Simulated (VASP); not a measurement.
Tl, 4 atoms in the cell. Symmetry: Cmce, No. 64, orthorhombic system. The conventional cell has a = 6.564 Å, b = 4.339 Å, c = 8.849 Å, α = 90.00°, β = 90.00°, γ = 90.00°. Within 3.2 Å of Tl (site symmetry m) lie 1 Tl at 2.45 Å. 

| Property | Result |
| --- | --- |
| Program | VASP 6.6.1 |
| Task | single point |
| Functional | PBEsol |
| Potentials or basis | VASP PAW PBE potentials, release 64 (Tl_d) |
| Cutoff | 520 eV |
| k mesh | 6 × 6 × 2 |
| Occupations | gaussian, width 0.1 eV |
| Spin | no spin polarisation |
| Dipole correction | no |
| Further INCAR settings | ALGO = Normal; EDIFF = 1e-06; NBANDS = 34 |

Potentials or basis: VASP PAW PBE potentials, release 64 (Tl_d).

Launch:

```bash
$ cat potpaw_PBE.64/Tl_d/POTCAR > POTCAR
$ mpirun -np 1 vasp_std > vasp.out
```

Hardware: 1 thread of Intel(R) Xeon(R) 6975P-C (Granite Rapids), with other jobs on the host.

Question: Estimate the wall time of this run.

Answer: Run time: 42 s on 1 thread of Intel(R) Xeon(R) 6975P-C (Granite Rapids) (shared host), peak memory 0.27 GiB. Counts: scf iterations 11, k points 26.
